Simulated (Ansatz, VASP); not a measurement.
One calculation of MgCl6, two programs

```
CELL_PARAMETERS angstrom
0.00000 4.71303 4.71303
4.71303 0.00000 4.71303
4.71303 4.71303 0.00000
ATOMIC_POSITIONS crystal
Mg 0.00000 0.00000 0.00000
Cl 0.25935 0.74065 0.74065
Cl 0.74065 0.25935 0.25935
Cl 0.74065 0.25935 0.74065
Cl 0.25935 0.74065 0.25935
Cl 0.74065 0.74065 0.25935
Cl 0.25935 0.25935 0.74065
```

Alike in both runs: task relaxation of cell and atoms; functional PBE; k mesh 8 × 8 × 8; occupations gaussian, width 0.1 eV; no spin polarisation.

|  | VASP | Ansatz |
| --- | --- | --- |
| version | VASP 6.6.1 | Ansatz 0.2.0 |
| potentials or method | VASP PAW PBE potentials, release 64 (Mg, Cl), cutoff 600 eV | scalar-relativistic, plane waves, PAW |
| valence electrons in the cell | 44 | 52 |

Ansatz gave:

* gap on the k mesh at the Fermi level, each at its own relaxed structure (eV): none
* relaxed volume (Å³/atom): 29.62
* relaxed length of the cell vector where the two differ most in proportion (Å): 6.644

Problem. Estimate VASP's values.

Solution. gap on the k mesh at the Fermi level, each at its own relaxed structure (eV): none; relaxed volume (Å³/atom): 29.52; relaxed length of the cell vector where the two differ most in proportion (Å): 6.636.

A gap of «none» marks a metal or a gap that the smearing closes. VASP's potentials hold 44 valence electrons a cell and Ansatz's 52, so a difference there can come from the potentials and not from the codes.
